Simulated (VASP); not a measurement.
# SnSe2 (P-3m1) in VASP: relaxation of cell and atoms with r2SCAN+D3(BJ)

Aim: the relaxation of cell and atoms of SnSe2 with r2SCAN+D3(BJ).

All numbers are computed with VASP 6.6.1; they aren't measurements. Logs are shortened: lines on timing, memory, paths and dates and some standing lists are left out, and cuts for length are marked.

### Step 1. The cell of the first run

The structure is trigonal, space group P-3m1 (No. 164). The conventional cell has a = 3.706 Å, b = 3.706 Å, c = 5.541 Å, α = 90.00°, β = 90.00°, γ = 120.00°. Within 3.5 Å of Sn (site symmetry -3m) lie 6 Se at 2.65 Å. Se (site symmetry 3m) has 3 Sn at 2.65 Å and 3 Se at 3.22 Å within 3.5 Å.

### Step 2. Relaxation of cell and atoms, r2SCAN+D3(BJ), target pressure 10 GPa, at which the enthalpy is minimised

POSCAR

```
SnSe2
1.0
    3.7061568758      0.0000000000      0.0000000000
   -1.8530784379      3.2096260048      0.0000000000
    0.0000000000      0.0000000000      5.5406640837
Sn Se
1 2
Direct
    0.0000000000      0.0000000000      0.0000000000
    0.3333333333      0.6666666667      0.2824123106
    0.6666666667      0.3333333333      0.7175876894
```

INCAR.step1

```
SYSTEM = SnSe2
  PREC = Accurate
  ENCUT = 600
  ISMEAR = 0
  SIGMA = 0.02
  LREAL = .False.
  LASPH = .True.
  NELM = 100
  GGA = PE
  ALGO = Normal
  EDIFF = 1E-4
  LWAVE = .True.
  LCHARG = .False.
```

INCAR.step2

```
SYSTEM = SnSe2
  PREC = Accurate
  ENCUT = 600
  EDIFF = 1E-6
  ISMEAR = 0
  SIGMA = 0.02
  LREAL = .False.
  LASPH = .True.
  NELM = 100
  ALGO = Normal
  ISIF = 3
  LWAVE = .False.
  LCHARG = .False.
  METAGGA = R2SCAN
  LMIXTAU = .True.
  IVDW = 12
  VDW_S6 = 1.0
  VDW_S8 = 0.78981345
  VDW_A1 = 0.49484001
  VDW_A2 = 5.73083694
  IBRION = 2
  NSW = 80
  EDIFFG = -0.002
  PSTRESS = 100.0
  ISTART = 1
```

KPOINTS

```
Automatic mesh
0
Gamma
  12 12 6
  0 0 0
```

Potentials or basis: VASP PAW PBE potentials, release 64 (Sn_d, Se).

Started as:

```
$ cat potpaw_PBE.64/Sn_d/POTCAR potpaw_PBE.64/Se/POTCAR > POTCAR
$ cp INCAR.step1 INCAR
$ mpirun -np 1 vasp_std > vasp.out
$ cp INCAR.step2 INCAR
$ mpirun -np 1 vasp_std > vasp.out
```

OUTCAR:

```text
SYSTEM = SnSe2
   PREC = Accurate
   ENCUT = 600
   EDIFF = 1E-6
   ISMEAR = 0
   LREAL = .False.
   LASPH = .True.
   NELM = 100
   ISIF = 3
   METAGGA = R2SCAN
   IVDW = 12
   IBRION = 2
   NSW = 80
   EDIFFG = -0.002
   PSTRESS = 100.0
   ISTART = 1
 IVDW          = 12

 ion  position               nearest neighbor table
   1  0.000  0.000  0.000-   2 2.65   3 2.65   2 2.65   3 2.65   3 2.65   2 2.65
   2  0.333  0.667  0.282-   1 2.65   1 2.65   1 2.65
   3  0.667  0.333  0.718-   1 2.65   1 2.65   1 2.65

  LATTYP: Found a hexagonal cell.
 ALAT       =     3.7061568758
 C/A-ratio  =     1.4949890869

  Lattice vectors:

 A1 = (   3.7061568758,   0.0000000000,   0.0000000000)
 A2 = (  -1.8530784379,   3.2096260048,   0.0000000000)
 A3 = (   0.0000000000,   0.0000000000,   5.5406640837)

Analysis of symmetry for initial positions (statically):
=====================================================================
 Subroutine PRICEL returns:
 Original cell was already a primitive cell.

 Routine SETGRP: Setting up the symmetry group for a
 hexagonal supercell.

 Subroutine GETGRP returns: Found 12 space group operations
 (whereof 12 operations were pure point group operations)
 out of a pool of 24 trial point group operations.

The static configuration has the point symmetry D_3d.

Analysis of symmetry for dynamics (positions and initial velocities):
=====================================================================
 Subroutine PRICEL returns:
 Original cell was already a primitive cell.

 Routine SETGRP: Setting up the symmetry group for a
 hexagonal supercell.

 Subroutine GETGRP returns: Found 12 space group operations
 (whereof 12 operations were pure point group operations)
 out of a pool of 24 trial point group operations.

The dynamic configuration has the point symmetry D_3d.

 Subroutine INISYM returns: Found 12 space group operations
 (whereof 12 operations are pure point group operations),
 and found     1 'primitive' translations

----------------------------------------------------------------------------------------

                                     Primitive cell

  volume of cell :      65.9083

  direct lattice vectors                    reciprocal lattice vectors
     3.706156876  0.000000000  0.000000000     0.269821282  0.155781390  0.000000000
    -1.853078438  3.209626005  0.000000000     0.000000000  0.311562780  0.000000000
     0.000000000  0.000000000  5.540664084     0.000000000  0.000000000  0.180483780

  length of vectors
     3.706156876  3.706156876  5.540664084     0.311562780  0.311562780  0.180483780

  position of ions in fractional coordinates (direct lattice)
     0.000000000  0.000000000  0.000000000
     0.333333333  0.666666667  0.282412311
     0.666666667  0.333333333  0.717587689

  ion indices of the primitive-cell ions
   primitive index   ion index
                 1           1
                 2           2
                 3           3

----------------------------------------------------------------------------------------

 KPOINTS: Automatic mesh

Automatic generation of k-mesh.
 Grid dimensions read from file:
 generate k-points for:   12   12    6

 Generating k-lattice:

  Cartesian coordinates                     Fractional coordinates (reciprocal lattice)
     0.022485107  0.012981782  0.000000000     0.083333333  0.000000000  0.000000000
     0.000000000  0.025963565  0.000000000     0.000000000  0.083333333  0.000000000
     0.000000000  0.000000000  0.030080630     0.000000000  0.000000000  0.166666667

  Length of vectors
     0.025963565  0.025963565  0.030080630

  Shift w.r.t. Gamma in fractional coordinates (k-lattice)
     0.000000000  0.000000000  0.000000000

 Subroutine IBZKPT returns following result:
 ===========================================

 Found    100 irreducible k-points:

 Following reciprocal coordinates:
            Coordinates               Weight
  0.000000  0.000000  0.000000      1.000000
  0.083333 -0.000000  0.000000      6.000000
  0.166667  0.000000  0.000000      6.000000
  0.250000 -0.000000  0.000000      6.000000
  0.333333  0.000000  0.000000      6.000000
  0.416667  0.000000  0.000000      6.000000
[... 16 lines left out ...]
  0.166667  0.000000  0.166667      6.000000
  0.000000  0.166667  0.166667      6.000000
 [... further k-points ...]
   k-points           NKPTS =    100   k-points in BZ     NKDIM =    100   number of bands    NBANDS=     17
   number of dos      NEDOS =    301   number of ions     NIONS =      3
   total plane-waves  NPLWV =  43200
   dimension x,y,z NGX =    30 NGY =   30 NGZ =   48
   dimension x,y,z NGXF=    60 NGYF=   60 NGZF=   96
   ions per type =               1   2
   NGX,Y,Z   is equivalent  to a cutoff of  13.46, 13.46, 14.40 a.u.
   NGXF,Y,Z  is equivalent  to a cutoff of  26.91, 26.91, 28.80 a.u.
 SYSTEM =  SnSe2
   PREC   = accura    normal or accurate (medium, high low for compatibility)
   ISTART =      1    job   : 0-new  1-cont  2-samecut
   ICHARG =      0    charge: 1-file 2-atom 10-const
   ISPIN  =      1    spin polarized calculation?
   LNONCOLLINEAR =      F non collinear calculations
   LSORBIT =      F    spin-orbit coupling
   LASPH  =      T    aspherical Exc in radial PAW
   ENCUT  =  600.0 eV  44.10 Ry    6.64 a.u.   7.40  7.40 11.07*2*pi/ulx,y,z
   NELM   =    100;   NELMIN=  2; NELMDL=  0     # of ELM steps
   EDIFF  = 0.1E-05   stopping-criterion for ELM
   LREAL  =      F    real-space projection
   EDIFFG = -.2E-02   stopping-criterion for IOM
   NSW    =     80    number of steps for IOM
   IBRION =      2    ionic relax: 0-MD 1-quasi-New 2-CG
   NFREE  =      1    steps in history (QN), initial steepest desc. (CG)
   ISIF   =      3    stress and relaxation
   ISYM   =      2    0-nonsym 1-usesym 2-fastsym
   POTIM  = 0.5000    time-step for ionic-motion
   TEBEG  =    0.0;   TEEND  =   0.0 temperature during run
   PSTRESS=  100.0 pullay stress
   NELECT =      26.0000    total number of electrons
   NUPDOWN=      -1.0000    fix difference up-down
   EMIN   =  10.00;   EMAX   =-10.00  energy-range for DOS
   EFERMI =   0.00;   METHOD = LEGACY
   ISMEAR =     0;   SIGMA  =   0.02  broadening in eV -4-tet -1-fermi 0-gaus
   EFERMI_NEDOS =   21; number of points for ismear=-14 and -15
   IALGO  =     38    algorithm
   IMIX   =      4    mixing-type and parameters
     AMIX     =   0.40;   BMIX     =  1.00
     AMIX_MAG =   1.60;   BMIX_MAG =  1.00
  volume/ion in A,a.u.               =      21.97       148.26
  Fermi-wavevector in a.u.,A,eV,Ry     =   1.200658  2.268914 19.613877  1.441579
  Thomas-Fermi vector in A             =   2.336488
   LORBIT       =      0    0 simple, 1 ext, 2 COOP (PROOUT), +10 PAW based schemes
   METAGGA = R2SCAN    functional components
   LHFCALC =     F    Hartree Fock is set to
   AEXX    =    0.0000 exact exchange contribution
   IVDW    =    12    specifies the selected vdW correction
   LEPSILON=     F    determine dielectric tensor
   LRPA    =     F    only Hartree local field effects (RPA)
 conjugate gradient relaxation of ions
 non-spin polarized calculation
 Gauss-broadening in eV      SIGMA  =   0.02
  energy-cutoff  :      600.00
  volume of cell :       65.91
 maximum number of plane-waves:      2229
 NGX is ok and might be reduce to    30
   NGX = 15   NGY = 15   NGZ = 23

--------------------------------------- Ionic step        1  -------------------------------------------

 number of electron      25.9999999 magnetization

 Free energy of the ion-electron system (eV)
  ---------------------------------------------------
  ext. energy  EPLUGINS =         0.00000000
  ---------------------------------------------------
  free energy    TOTEN  =       -54.21143042 eV

  energy without entropy =      -54.21143042  energy(sigma->0) =      -54.21143042

------------------------ aborting loop because EDIFF is reached ----------------------------------------

 Edisp (eV)   -0.59953

 E8    (eV) :    -0.2042

  FORCE on cell =-STRESS in cart. coord.  units (eV):
  Direction    XX          YY          ZZ          XY          YZ          ZX
  --------------------------------------------------------------------------------------
  -------------------------------------------------------------------------------------
  Total       4.09681     4.09681     4.13716     0.00000     0.00000     0.00000
  in kB      99.59022    99.59022   100.57113     0.00000     0.00000     0.00000
  external pressure =       -0.08 kB  Pullay stress =      100.00 kB
[... 104 lines left out ...]
  FREE ENERGIE OF THE ION-ELECTRON SYSTEM (eV)
  ---------------------------------------------------
  free  energy   TOTEN  =       -54.8098985263 eV

  energy  without entropy=      -54.8098985263  energy(sigma->0) =      -54.80989853

  enthalpy is  TOTEN    =       -50.6973013733 eV   P V=        4.1125971531

[... ionic steps 4 to 19 ...]

--------------------------------------- Ionic step       20  -------------------------------------------

 number of electron      25.9999999 magnetization

------------------------ aborting loop because EDIFF is reached ----------------------------------------

 Edisp (eV)   -0.59945

 E8    (eV) :    -0.2042
[... 75 lines left out ...]
  enthalpy is  TOTEN    =       -50.6973038460 eV   P V=        4.1140920048

--------------------------------------- Ionic step       22  -------------------------------------------

 number of electron      25.9999999 magnetization

 Free energy of the ion-electron system (eV)
  ---------------------------------------------------
  ext. energy  EPLUGINS =         0.00000000
  ---------------------------------------------------
  free energy    TOTEN  =       -54.21190278 eV

  energy without entropy =      -54.21190278  energy(sigma->0) =      -54.21190278

 E-fermi :   6.4614     XC(G=0): -10.9399

 val. band max:        6.3627315961   @ k =   0.0833   0.0833   0.0000
 cond. band min:       6.5675416377   @ k =   0.3333   0.3333   0.0000
 fundamental gap:      0.2048100416
 Fermi energy:         6.4614404760

 k-point     1 :       0.0000    0.0000    0.0000
  band No.  band energies     occupation
      1     -16.2355      2.00000
      2     -16.2354      2.00000
      3     -16.1642      2.00000
      4     -16.1501      2.00000
      5     -16.1501      2.00000
      6      -9.4683      2.00000
[... 9 lines left out ...]
     16      11.1840      0.00000
     17      11.1840      0.00000
[... 443 lines left out ...]
      1     -16.2553      2.00000
      2     -16.2238      2.00000
      3     -16.1607      2.00000
      4     -16.1511      2.00000
      5     -16.1467      2.00000
      6      -9.0495      2.00000
[... 9 lines left out ...]
     16      11.6594      0.00000
     17      11.8459      0.00000

 [... further k-points ...]

------------------------ aborting loop because EDIFF is reached ----------------------------------------

 Edisp (eV)   -0.59946

 E8    (eV) :    -0.2042

  FORCE on cell =-STRESS in cart. coord.  units (eV):
  Direction    XX          YY          ZZ          XY          YZ          ZX
  --------------------------------------------------------------------------------------
  -------------------------------------------------------------------------------------
  Total       4.10826     4.10826     4.11046     0.00000    -0.00000     0.00000
  in kB      99.85891    99.85891    99.91252     0.00000    -0.00000     0.00000
  external pressure =       -0.12 kB  Pullay stress =      100.00 kB
[... 18 lines left out ...]
  FREE ENERGIE OF THE ION-ELECTRON SYSTEM (eV)
  ---------------------------------------------------
  free  energy   TOTEN  =       -54.8113663455 eV

  energy  without entropy=      -54.8113663455  energy(sigma->0) =      -54.81136635

  enthalpy is  TOTEN    =       -50.6973039525 eV   P V=        4.1140623929

 reached required accuracy - stopping structural energy minimisation
```

Run time: 24 min. Hardware: 1 thread of Intel Xeon 6975P-C (Granite Rapids), shared host; peak memory 0.33 GiB.

Results:

```
Free energy                                                : -54.8114 eV
Energy change on relaxing (the run minimises the enthalpy) : -0.1 meV/atom
Ionic steps                                                : 22
Pressure after relaxing                                    : 10.0 GPa
Band gap on the k mesh                                     : 0.20 eV (least direct gap 1.42 eV)
Dispersion energy per atom                                 : -0.200 eV
```

Step by step:
```
step  energy change (eV)  largest force (eV/Å)  pressure (GPa)  volume (Å³)
   1              0.0000                0.0034            9.99        65.91
   2              0.0007                0.0009           10.00        65.90
   3              0.0011                0.0032           10.01        65.89
   4              0.0012                0.0049           10.01        65.89
   5              0.0012                0.0042           10.01        65.89
   6              0.0011                0.0038           10.02        65.89
   7             -0.0005                0.0036            9.97        65.92
   8              0.0002                0.0037            9.99        65.90
   9              0.0003                0.0044            9.98        65.90
  10              0.0007                0.0038           10.01        65.90
  11              0.0005                0.0036           10.01        65.90
  12              0.0004                0.0029           10.00        65.90
  13              0.0004                0.0035            9.99        65.90
  14              0.0003                0.0004           10.02        65.90
  15              0.0003                0.0004           10.00        65.90
  16             -0.0002                0.0001            9.98        65.91
  17             -0.0004                0.0008           10.01        65.91
  18             -0.0008                0.0002            9.98        65.92
  19             -0.0007                0.0003            9.97        65.92
  20             -0.0005                0.0004            9.97        65.92
  21             -0.0004                0.0001            9.98        65.92
  22             -0.0004                0.0003            9.99        65.91
```

Final structure:
```
Sn Se
1.0
     3.70460    0.00000    0.00000
    -1.85230    3.20828    0.00000
     0.00000    0.00000    5.54585
Sn Se
1 2
Direct
  0.00000 0.00000 0.00000
  0.33333 0.66667 0.28235
  0.66667 0.33333 0.71765
```

Caveat: the cell is relaxed towards a set pressure, so the run minimises the enthalpy, not the energy; semilocal functionals underestimate gaps, and a narrow one can read as zero; the PAW data sets were made with another functional, which shifts forces and pressure a little; spin-orbit coupling is left out, which moves the levels of the heavy elements. A k mesh can miss the band edges.
